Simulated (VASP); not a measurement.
Runs of VASP 6.6.1 on Os. The structure is that of space group Im-3m (No. 229), or close to it. The cells are those of the table. This isn't the form of Os at room conditions, which is hcp.

```csv
task,cell,cutoff (eV),gap on the mesh (eV),pressure (GPa)
relaxation of cell and atoms,"relaxed to 330 GPa from a = 2.355 Å, angles 109.5°, 1 atom",600,none,330.0
relaxation of cell and atoms,"relaxed to 330 GPa from a = 2.348 Å, angles 109.5°, 1 atom",600,none,329.9
single point,"a = 2.354 Å, angles 109.5°, 1 atom",520,none,346.2
single point,"a = 2.355 Å, angles 109.5°, 1 atom",520,none,(a)
```

Alike in all rows: level PBE; potentials or basis VASP PAW PBE potentials, release 64 (Os); no spin polarisation; k mesh 20 × 20 × 20; smearing fermi-dirac 0.1 eV.

Task: Fill in the values left out.

Result: (a) 344.9.

Caveats: spin-orbit coupling is left out, which moves the levels of the heavy elements; the cell is relaxed towards a set pressure, so the run minimises the enthalpy, not the energy (at least some runs); the cell stands under pressure (at least some runs).

A k mesh can miss the band edges, and the runs leave out spin-orbit coupling on Os.

A gap of «none» marks levels without a gap at the run's occupations.
